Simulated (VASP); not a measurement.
Here is a VASP 6.6.1 calculation.

File INCAR:

```
SYSTEM = Ta
PREC     = Accurate       ! precision mode
ENCUT    = 520            ! plane-wave cutoff, eV
EDIFF    = 1E-8           ! SCF threshold, eV
ISMEAR   = -1             ! smearing method
SIGMA    = 0.05           ! smearing width, eV
LREAL    = .False.        ! projectors in reciprocal space
LASPH    = .True.         ! aspherical terms in the spheres
NELM     = 80             ! most SCF steps
ALGO     = Normal         ! electronic algorithm
ISIF     = 2              ! what is computed and relaxed
LWAVE    = .False.        ! write WAVECAR
LCHARG   = .False.        ! write CHGCAR
GGA      = PE             ! functional
LEFG     = .True.       
NBANDS   = 12             ! bands
```

KPOINTS

```
Automatic mesh
0
Gamma
  14 14 14
  0 0 0
```

Contents of POSCAR:

```
Ta
1.0
   -1.6549278069      1.6549278069      1.6549278069
    1.6549278069     -1.6549278069      1.6549278069
    1.6549278069      1.6549278069     -1.6549278069
Ta
1
Direct
    0.0000000000      0.0000000000      0.0000000000
```

Potentials or basis: VASP PAW PBE potentials, release 64 (Ta_pv).

The run is started by

```bash
$ cat potpaw_PBE.64/Ta_pv/POTCAR > POTCAR
$ mpirun -np 1 vasp_std > vasp.out
```

(1) Estimate the pressure.

Results:

(1) 1.8 GPa.

Caveat: without QUAD_EFG the Cq values of the log hold for a quadrupole moment of 1 mb, not for the nuclei.
